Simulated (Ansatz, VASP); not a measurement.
**One calculation of C, two programs**

```
C
1.0
     0.00000    2.15866    3.50834
     1.24634    0.00000    3.50834
     1.24634    2.15866    0.00000
C
2
Direct
  0.16670 0.83330 0.16670
  0.83330 0.16670 0.83330
```

Change from the starting cell: strain +0.015 along x and y, -0.015 along z, atoms carried along.

Alike in both runs: task single point; functional r2SCAN; k mesh 14 × 14 × 14; occupations gaussian, width 0.05 eV; no spin polarisation.

```csv
,VASP,Ansatz
version,VASP 6.6.1,Ansatz 0.2.0
potentials or method,"VASP PAW PBE potentials, release 64 (C), cutoff 520 eV","scalar-relativistic, plane waves, PAW"
valence electrons in the cell,8,8
```

```tsv
	VASP	Ansatz	Ansatz less VASP
gap on the k mesh at the Fermi level (eV)	0.53	0.53	-0.001
least direct gap on the mesh (eV)	0.63	0.63	-0.001
pressure (GPa)	-10.7	-11.3	-0.62
traceless stress, the component that is largest in VASP (GPa)	11.08	11.79	+0.711
rms of the force components (eV/Å)	0.003	0.003	+0.0001
```

VASP's potentials were made for PBE, not for r2SCAN. Atom by atom the forces differ by 0.000 eV/Å (rms over components).
